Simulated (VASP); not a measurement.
# Ti (P6_3/mmc) in VASP: further runs

Runs on Ti. Level: PBEsol. Tasks: single point.

All numbers are computed with VASP 6.6.1; they aren't measurements. Logs are shortened: lines on timing, memory, paths and dates and some standing lists are left out, and cuts for length are marked.

### 1 The cell of the first run

It takes space group P6_3/mmc (No. 194, hexagonal). Conventional cell: a = 2.950 Å, b = 2.950 Å, c = 4.545 Å, α = 90.00°, β = 90.00°, γ = 120.00°. Ti (site symmetry -6m2) has 12 Ti at 2.84 to 2.95 Å within 3.7 Å.

### 2 Single point, PBEsol (zz strain of -3 %)

Input file INCAR:

```
SYSTEM = Ti
  PREC = Accurate
  ENCUT = 520
  EDIFF = 1E-6
  ISMEAR = -1
  SIGMA = 0.08
  LREAL = .False.
  LASPH = .True.
  NELM = 100
  ALGO = Normal
  ISIF = 2
  LWAVE = .False.
  LCHARG = .False.
  GGA = PS
  NBANDS = 19
```

Input file KPOINTS:

```
Automatic mesh
0
Gamma
  13 13 7
  0 0 0
```

Input file POSCAR:

```
Ti
1.0
    2.9499978604      0.0000000000      0.0000000000
   -1.4749989302      2.5547730882      0.0000000000
    0.0000000000      0.0000000000      4.5454200000
Ti
2
Direct
    0.3333333333      0.6666666667      0.2500000000
    0.6666666667      0.3333333333      0.7500000000
```

Potentials or basis: VASP PAW PBE potentials, release 64 (Ti_sv).

Launch:

```console
$ cat potpaw_PBE.64/Ti_sv/POTCAR > POTCAR
$ mpirun -np 1 vasp_std > vasp.out
```

OUTCAR:

```text
SYSTEM = Ti
   PREC = Accurate
   ENCUT = 520
   EDIFF = 1E-6
   ISMEAR = -1
   LREAL = .False.
   LASPH = .True.
   NELM = 100
   ISIF = 2
   GGA = PS

 ion  position               nearest neighbor table
   1  0.333  0.667  0.250-   2 2.84   2 2.84   2 2.84   2 2.84   2 2.84   2 2.84
   2  0.667  0.333  0.750-   1 2.84   1 2.84   1 2.84   1 2.84   1 2.84   1 2.84

  LATTYP: Found a hexagonal cell.
 ALAT       =     2.9499978604
 C/A-ratio  =     1.5408214565

  Lattice vectors:

 A1 = (   2.9499978604,   0.0000000000,   0.0000000000)
 A2 = (  -1.4749989302,   2.5547730882,   0.0000000000)
 A3 = (   0.0000000000,   0.0000000000,   4.5454200000)

Analysis of symmetry for initial positions (statically):
=====================================================================
 Subroutine PRICEL returns:
 Original cell was already a primitive cell.

 Routine SETGRP: Setting up the symmetry group for a
 hexagonal supercell.

 Subroutine GETGRP returns: Found 24 space group operations
 (whereof 12 operations were pure point group operations)
 out of a pool of 24 trial point group operations.

The static configuration has the point symmetry D_3d.
 The point group associated with its full space group is D_6h.

Analysis of symmetry for dynamics (positions and initial velocities):
=====================================================================
 Subroutine PRICEL returns:
 Original cell was already a primitive cell.

 Routine SETGRP: Setting up the symmetry group for a
 hexagonal supercell.

 Subroutine GETGRP returns: Found 24 space group operations
 (whereof 12 operations were pure point group operations)
 out of a pool of 24 trial point group operations.

The dynamic configuration has the point symmetry D_3d.
 The point group associated with its full space group is D_6h.

 Subroutine INISYM returns: Found 24 space group operations
 (whereof 12 operations are pure point group operations),
 and found     1 'primitive' translations

----------------------------------------------------------------------------------------

                                     Primitive cell

  volume of cell :      34.2569

  direct lattice vectors                    reciprocal lattice vectors
     2.949997860  0.000000000  0.000000000     0.338983297  0.195712098  0.000000000
    -1.474998930  2.554773088  0.000000000     0.000000000  0.391424195  0.000000000
     0.000000000  0.000000000  4.545420000     0.000000000  0.000000000  0.220001672

  length of vectors
     2.949997860  2.949997860  4.545420000     0.391424195  0.391424195  0.220001672

  position of ions in fractional coordinates (direct lattice)
     0.333333333  0.666666667  0.250000000
     0.666666667  0.333333333  0.750000000

  ion indices of the primitive-cell ions
   primitive index   ion index
                 1           1
                 2           2

----------------------------------------------------------------------------------------

 KPOINTS: Automatic mesh

Automatic generation of k-mesh.
 Grid dimensions read from file:
 generate k-points for:   13   13    7

 Generating k-lattice:

  Cartesian coordinates                     Fractional coordinates (reciprocal lattice)
     0.026075638  0.015054777  0.000000000     0.076923077 -0.000000000  0.000000000
     0.000000000  0.030109553  0.000000000     0.000000000  0.076923077  0.000000000
     0.000000000  0.000000000  0.031428810     0.000000000  0.000000000  0.142857143

  Length of vectors
     0.030109553  0.030109553  0.031428810

  Shift w.r.t. Gamma in fractional coordinates (k-lattice)
     0.000000000  0.000000000  0.000000000

 Subroutine IBZKPT returns following result:
 ===========================================

 Found     84 irreducible k-points:

 Following reciprocal coordinates:
            Coordinates               Weight
  0.000000  0.000000  0.000000      1.000000
  0.076923  0.000000  0.000000      6.000000
  0.153846  0.000000  0.000000      6.000000
  0.230769  0.000000  0.000000      6.000000
  0.307692  0.000000  0.000000      6.000000
  0.384615  0.000000  0.000000      6.000000
[... 16 lines left out ...]
  0.076923  0.000000  0.142857     12.000000
  0.153846  0.000000  0.142857     12.000000
 [... further k-points ...]
   k-points           NKPTS =     84   k-points in BZ     NKDIM =     84   number of bands    NBANDS=     19
   number of dos      NEDOS =    301   number of ions     NIONS =      2
   total plane-waves  NPLWV =  20736
   dimension x,y,z NGX =    24 NGY =   24 NGZ =   36
   dimension x,y,z NGXF=    48 NGYF=   48 NGZF=   72
   ions per type =               2
   NGX,Y,Z   is equivalent  to a cutoff of  13.53, 13.53, 13.17 a.u.
   NGXF,Y,Z  is equivalent  to a cutoff of  27.05, 27.05, 26.33 a.u.
 SYSTEM =  Ti
   PREC   = accura    normal or accurate (medium, high low for compatibility)
   ISTART =      0    job   : 0-new  1-cont  2-samecut
   ICHARG =      2    charge: 1-file 2-atom 10-const
   ISPIN  =      1    spin polarized calculation?
   LNONCOLLINEAR =      F non collinear calculations
   LSORBIT =      F    spin-orbit coupling
   LASPH  =      T    aspherical Exc in radial PAW
   ENCUT  =  520.0 eV  38.22 Ry    6.18 a.u.   5.49  5.49  8.45*2*pi/ulx,y,z
   NELM   =    100;   NELMIN=  2; NELMDL= -5     # of ELM steps
   EDIFF  = 0.1E-05   stopping-criterion for ELM
   LREAL  =      F    real-space projection
   EDIFFG = 0.1E-04   stopping-criterion for IOM
   NSW    =      0    number of steps for IOM
   IBRION =     -1    ionic relax: 0-MD 1-quasi-New 2-CG
   NFREE  =      0    steps in history (QN), initial steepest desc. (CG)
   ISIF   =      2    stress and relaxation
   ISYM   =      2    0-nonsym 1-usesym 2-fastsym
   POTIM  = 0.5000    time-step for ionic-motion
   TEBEG  =    0.0;   TEEND  =   0.0 temperature during run
   PSTRESS=    0.0 pullay stress
   NELECT =      24.0000    total number of electrons
   NUPDOWN=      -1.0000    fix difference up-down
   EMIN   =  10.00;   EMAX   =-10.00  energy-range for DOS
   EFERMI =   0.00;   METHOD = LEGACY
   ISMEAR =    -1;   SIGMA  =   0.08  broadening in eV -4-tet -1-fermi 0-gaus
   EFERMI_NEDOS =   21; number of points for ismear=-14 and -15
   IALGO  =     38    algorithm
   IMIX   =      4    mixing-type and parameters
     AMIX     =   0.40;   BMIX     =  1.00
     AMIX_MAG =   1.60;   BMIX_MAG =  1.00
  volume/ion in A,a.u.               =      17.13       115.59
  Fermi-wavevector in a.u.,A,eV,Ry     =   1.453994  2.747650 28.764050  2.114098
  Thomas-Fermi vector in A             =   2.571196
   LORBIT       =      0    0 simple, 1 ext, 2 COOP (PROOUT), +10 PAW based schemes
   GGA     = PS    functional components
   LHFCALC =     F    Hartree Fock is set to
   AEXX    =    0.0000 exact exchange contribution
   IVDW    =     0    specifies the selected vdW correction
   LEPSILON=     F    determine dielectric tensor
   LRPA    =     F    only Hartree local field effects (RPA)
 non-spin polarized calculation
  energy-cutoff  :      520.00
  volume of cell :       34.26
 maximum number of plane-waves:       953
 NGX is ok and might be reduce to    24
   NGX = 11   NGY = 11   NGZ = 17

 number of electron      23.9999999 magnetization

 Free energy of the ion-electron system (eV)
  ---------------------------------------------------
  ext. energy  EPLUGINS =         0.00000000
  ---------------------------------------------------
  free energy    TOTEN  =       -16.68729308 eV

  energy without entropy =      -16.63911254  energy(sigma->0) =      -16.66320281

 E-fermi :   8.3512     XC(G=0): -11.7007

 val. band max:        8.3445376223   @ k =   0.1538   0.0000   0.0000
 cond. band min:       8.3545891017   @ k =   0.3846   0.2308   0.2857
 fundamental gap:      0.0100514794
 Fermi energy:         8.3511698678

 k-point     1 :       0.0000    0.0000    0.0000
  band No.  band energies     occupation
      1     -48.2548      2.00000
      2     -48.0918      2.00000
      3     -24.9823      2.00000
      4     -24.3056      2.00000
      5     -24.3056      2.00000
      6     -24.1899      2.00000
[... 11 lines left out ...]
     18       9.8625      0.00000
     19      11.5625      0.00000

 k-point     2 :       0.0769    0.0000    0.0000
  band No.  band energies     occupation
      1     -48.2487      2.00000
      2     -48.0899      2.00000
      3     -24.9684      2.00000
      4     -24.3314      2.00000
      5     -24.3148      2.00000
      6     -24.2102      2.00000
[... 11 lines left out ...]
     18       9.7809      0.00000
     19      11.6175      0.00000

 k-point     3 :       0.1538    0.0000    0.0000
  band No.  band energies     occupation
      1     -48.2317      2.00000
      2     -48.0851      2.00000
      3     -24.9284      2.00000
      4     -24.4035      2.00000
      5     -24.3396      2.00000
      6     -24.2842      2.00000
[... 11 lines left out ...]
     18      10.0558      0.00000
     19      11.7405      0.00000

 k-point     4 :       0.2308    0.0000    0.0000
  band No.  band energies     occupation
      1     -48.2066      2.00000
      2     -48.0794      2.00000
      3     -24.8670      2.00000
      4     -24.5064      2.00000
      5     -24.3852      2.00000
      6     -24.3730      2.00000
[... 11 lines left out ...]
     18      10.4992      0.00000
     19      11.8677      0.00000

 k-point     5 :       0.3077    0.0000    0.0000
  band No.  band energies     occupation
      1     -48.1779      2.00000
      2     -48.0753      2.00000
      3     -24.7921      2.00000
      4     -24.6168      2.00000
      5     -24.4884      2.00000
      6     -24.4072      2.00000
[... 11 lines left out ...]
     18      11.0213      0.00000
     19      11.9666      0.00000

 k-point     6 :       0.3846    0.0000    0.0000
  band No.  band energies     occupation
      1     -48.1511      2.00000
      2     -48.0747      2.00000
      3     -24.7157      2.00000
      4     -24.7089      2.00000
      5     -24.5713      2.00000
      6     -24.4347      2.00000
[... 11 lines left out ...]
     18      11.6343      0.00000
     19      12.0296      0.00000

 k-point     7 :       0.4615    0.0000    0.0000
  band No.  band energies     occupation
      1     -48.1333      2.00000
      2     -48.0770      2.00000
      3     -24.7611      2.00000
      4     -24.6599      2.00000
      5     -24.6172      2.00000
      6     -24.4499      2.00000
[... 11 lines left out ...]
     18      12.0594      0.00000
     19      12.5184      0.00000

 k-point     8 :       0.0769    0.0769    0.0000
  band No.  band energies     occupation
      1     -48.2372      2.00000
      2     -48.0866      2.00000
      3     -24.9414      2.00000
      4     -24.3755      2.00000
      5     -24.3403      2.00000
      6     -24.2539      2.00000
[... 256 lines left out ...]
 k-point    20 :       0.3846    0.2308    0.0000
  band No.  band energies     occupation
      1     -48.1109      2.00000
      2     -48.0844      2.00000
      3     -24.7118      2.00000
      4     -24.5815      2.00000
      5     -24.5714      2.00000
      6     -24.5434      2.00000
[... 11 lines left out ...]
     18      11.8823      0.00000
     19      13.5378      0.00000

 k-point    21 :       0.3077    0.3077    0.0000
  band No.  band energies     occupation
      1     -48.1040      2.00000
      2     -48.0884      2.00000
      3     -24.6937      2.00000
      4     -24.5781      2.00000
      5     -24.5540      2.00000
      6     -24.5416      2.00000
[... 11 lines left out ...]
     18      11.8551      0.00000
     19      13.8042      0.00000

 k-point    22 :       0.0000    0.0000    0.1429
  band No.  band energies     occupation
      1     -48.2468      2.00000
      2     -48.0999      2.00000
      3     -24.9446      2.00000
      4     -24.2996      2.00000
      5     -24.2996      2.00000
      6     -24.2309      2.00000
[... 11 lines left out ...]
     18      10.0916      0.00000
     19      11.5850      0.00000

 k-point    23 :       0.0769    0.0000    0.1429
  band No.  band energies     occupation
      1     -48.2410      2.00000
      2     -48.0979      2.00000
      3     -24.9327      2.00000
      4     -24.3245      2.00000
      5     -24.3085      2.00000
      6     -24.2542      2.00000
[... 11 lines left out ...]
     18      10.0920      0.00000
     19      11.6294      0.00000

 k-point    24 :       0.1538    0.0000    0.1429
  band No.  band energies     occupation
      1     -48.2245      2.00000
      2     -48.0925      2.00000
      3     -24.8989      2.00000
      4     -24.3939      2.00000
      5     -24.3325      2.00000
      6     -24.3236      2.00000
[... 11 lines left out ...]
     18      10.2150      0.00000
     19      11.7280      0.00000

 [... further k-points ...]

------------------------ aborting loop because EDIFF is reached ----------------------------------------

  FORCE on cell =-STRESS in cart. coord.  units (eV):
  Direction    XX          YY          ZZ          XY          YZ          ZX
  --------------------------------------------------------------------------------------
  -------------------------------------------------------------------------------------
  Total       -0.7980424     -0.7980424     -0.1806133     -0.0000000      0.0000000      0.0000000
  in kB      -37.3240291    -37.3240291     -8.4471916     -0.0000000      0.0000000      0.0000000
  external PRESSURE =     -27.6984166 kB  Pullay stress =       0.0000000 kB

 VOLUME and BASIS-vectors are now :
 -----------------------------------------------------------------------------
  energy-cutoff  :      520.00
  volume of cell :       34.26
      direct lattice vectors                 reciprocal lattice vectors
     2.949997860  0.000000000  0.000000000     0.338983297  0.195712098  0.000000000
    -1.474998930  2.554773088  0.000000000     0.000000000  0.391424195  0.000000000
     0.000000000  0.000000000  4.545420000     0.000000000  0.000000000  0.220001672

 POSITION                                       TOTAL-FORCE (eV/Angst)
 -----------------------------------------------------------------------------------
     -0.00000      1.70318      1.13636        -0.000000      0.000000      0.000000
      1.47500      0.85159      3.40907         0.000000     -0.000000      0.000000
 -----------------------------------------------------------------------------------
    total drift:                               -0.000000      0.000000     -0.000000

  FREE ENERGIE OF THE ION-ELECTRON SYSTEM (eV)
  ---------------------------------------------------
  free  energy   TOTEN  =       -16.6872930802 eV

  energy  without entropy=      -16.6391125351  energy(sigma->0) =      -16.66320281
```

Run time: 16 s. Hardware: 1 thread of Intel Xeon 6975P-C (Granite Rapids), shared host; peak memory 0.17 GiB.

What came out:

```
Free energy            : -16.6873 eV
Pressure               : -2.8 GPa
Band gap on the k mesh : zero (band 12 reaches 9.10 eV, above the bottom of band 13 at 8.00 eV)
```

Stress tensor (GPa, compression positive):
```
-3.73  0.00  0.00
 0.00 -3.73  0.00
 0.00  0.00 -0.84
```

Caveat: the cell differs from its parent crystal (zz strain of -3 %); the PAW data sets were made with another functional, which shifts forces and pressure a little.

### 3 Single point, PBEsol (zz strain of -1 %)

Input file INCAR:

```
SYSTEM = Ti
PREC = Accurate
ENCUT = 520
EDIFF = 1E-6
ISMEAR = -1
SIGMA = 0.08
LREAL = .FALSE.
LASPH = .TRUE.
NELM = 100
ALGO = Normal
ISIF = 2
LWAVE = .FALSE.
LCHARG = .FALSE.
GGA = PS
NBANDS = 19
```

Input file KPOINTS:

```
regular mesh
0
G
  13 13 7
  0 0 0
```

Changes to POSCAR since step 2:

```diff
@@ -4,3 +4,3 @@
    -1.4749989302      2.5547730882      0.0000000000
-    0.0000000000      0.0000000000      4.5454200000
+    0.0000000000      0.0000000000      4.6391400000
 Ti
```

Potentials or basis: VASP PAW PBE potentials, release 64 (Ti_sv).

Launch:

```console
$ cat potpaw_PBE.64/Ti_sv/POTCAR > POTCAR
$ mpirun -np 1 vasp_std > vasp.out
```

Wall time 16 s (1 thread of Intel Xeon 6975P-C (Granite Rapids), shared host); peak memory 0.17 GiB.

It converged, with:

```yaml
Free_energy: -16.6754 eV
Pressure: -5.0 GPa
Band_gap_on_the_k_mesh: zero (band 12 reaches 8.90 eV, above the bottom of band 13 at 7.80 eV)
```

Stress tensor (GPa, compression positive):
```
-5.17  0.00  0.00
 0.00 -5.17  0.00
 0.00  0.00 -4.58
```

Levels at points of the mesh, in eV from the Fermi level:
```csv
k point,band 8,band 9,band 10,band 11,band 12,band 13,band 14,band 15,band 16,band 17
"(0.00, 0.00, 0.00)",-32.58,-6.19,-2.66,0.77,0.77,0.84,0.94,1.28,1.28,1.58
```

Caveat: the cell differs from its parent crystal (zz strain of -1 %); the PAW data sets were made with another functional, which shifts forces and pressure a little.

### 4 Single point, PBEsol (zz strain of -2 %)

Input file INCAR:

```
PREC = Accurate ; ENCUT = 520
EDIFF = 1E-6 ; ISMEAR = -1
SIGMA = 0.08 ; LREAL = False
LASPH = True ; NELM = 80
ALGO = Normal ; ISIF = 2
LWAVE = False ; LCHARG = False
GGA = PS ; NBANDS = 19
```

Input file KPOINTS:

```
Automatic mesh
0
Gamma
  13 13 7
```

Changes to POSCAR since step 3:

```diff
@@ -4,3 +4,3 @@
    -1.4749989302      2.5547730882      0.0000000000
-    0.0000000000      0.0000000000      4.6391400000
+    0.0000000000      0.0000000000      4.5922800000
 Ti
```

Launch:

```console
$ cat potpaw_PBE.64/Ti_sv/POTCAR > POTCAR
$ mpirun -np 1 vasp_std > vasp.out
```

Run time: 17 s. Hardware: 1 thread of Intel Xeon 6975P-C (Granite Rapids), shared host; peak memory 0.17 GiB.

Results (log left out):

| Quantity | Value |
| --- | --- |
| Free energy | -16.6834 eV |
| Pressure | -3.9 GPa |
| Band gap on the k mesh | zero (band 12 reaches 9.00 eV, above the bottom of band 13 at 7.90 eV) |

Stress tensor (GPa, compression positive):
```
-4.47  0.00  0.00
 0.00 -4.47  0.00
 0.00  0.00 -2.75
```

Levels at points of the mesh, in eV from the Fermi level:
```csv
k point,band 8,band 9,band 10,band 11,band 12,band 13,band 14,band 15,band 16,band 17
"(0.00, 0.00, 0.00)",-32.56,-6.21,-2.68,0.76,0.76,0.96,1.01,1.29,1.29,1.55
```

Caveat: the cell differs from its parent crystal (zz strain of -2 %); the PAW data sets were made with another functional, which shifts forces and pressure a little.

### 5 Single point, PBEsol (equal xx and yy strain of -1 %)

Input file INCAR:

```
SYSTEM = Ti
PREC = Accurate
ENCUT = 520
EDIFF = 1E-6
ISMEAR = -1
SIGMA = 0.08
LREAL = .False.
LASPH = .True.
NELM = 60
ALGO = Normal
ISIF = 2
LWAVE = .False.
LCHARG = .False.
GGA = PS
NBANDS = 19
```

Input file KPOINTS:

```
regular mesh
0
Gamma
  13 13 7
  0 0 0
```

Input file POSCAR:

```
Ti
1.0
    2.9204978818      0.0000000000      0.0000000000
   -1.4602489409      2.5292253573      0.0000000000
    0.0000000000      0.0000000000      4.6860000000
Ti
2
Direct
    0.3333333333      0.6666666667      0.2500000000
    0.6666666667      0.3333333333      0.7500000000
```

Launch:

```console
$ cat potpaw_PBE.64/Ti_sv/POTCAR > POTCAR
$ mpirun -np 1 vasp_std > vasp.out
```

Run time: 16 s. Hardware: 1 thread of Intel Xeon 6975P-C (Granite Rapids), shared host; peak memory 0.18 GiB.

It converged, with:

| Item | Value |
| --- | --- |
| Free energy | -16.6838 eV |
| Pressure | -4.0 GPa |
| Band gap on the k mesh | zero (band 12 reaches 9.04 eV, above the bottom of band 13 at 7.93 eV) |

Stress tensor (GPa, compression positive):
```
-3.49  0.00  0.00
 0.00 -3.49  0.00
 0.00  0.00 -5.00
```

Levels at points of the mesh, in eV from the Fermi level:
```tsv
k point	band 8	band 9	band 10	band 11	band 12	band 13	band 14	band 15	band 16	band 17
(0.00, 0.00, 0.00)	-32.53	-6.21	-2.70	0.69	0.81	0.81	0.83	1.29	1.29	1.71
```

Caveat: the cell differs from its parent crystal (equal xx and yy strain of -1 %); the PAW data sets were made with another functional, which shifts forces and pressure a little.

### 6 Summary

| cell | gap on the mesh (eV) | pressure (GPa) |
| --- | --- | --- |
| a = 2.950, b = 2.950, c = 4.545 Å, angles 90.0, 90.0, 120.0°, 2 atoms | none | -2.8 |
| a = 2.950, b = 2.950, c = 4.639 Å, angles 90.0, 90.0, 120.0°, 2 atoms | none | -5.0 |
| a = 2.950, b = 2.950, c = 4.592 Å, angles 90.0, 90.0, 120.0°, 2 atoms | none | -3.9 |
| a = 2.920, b = 2.920, c = 4.686 Å, angles 90.0, 90.0, 120.0°, 2 atoms | none | -4.0 |

Alike in all rows: task single point; level PBEsol; potentials or basis VASP PAW PBE potentials, release 64 (Ti_sv); no spin polarisation; k mesh 13 × 13 × 7; cutoff (eV) 520; smearing fermi-dirac 0.08 eV.

Caveats: the PAW data sets were made with another functional, which shifts forces and pressure a little.

Absolute energies hang on the potentials; compare differences alone.
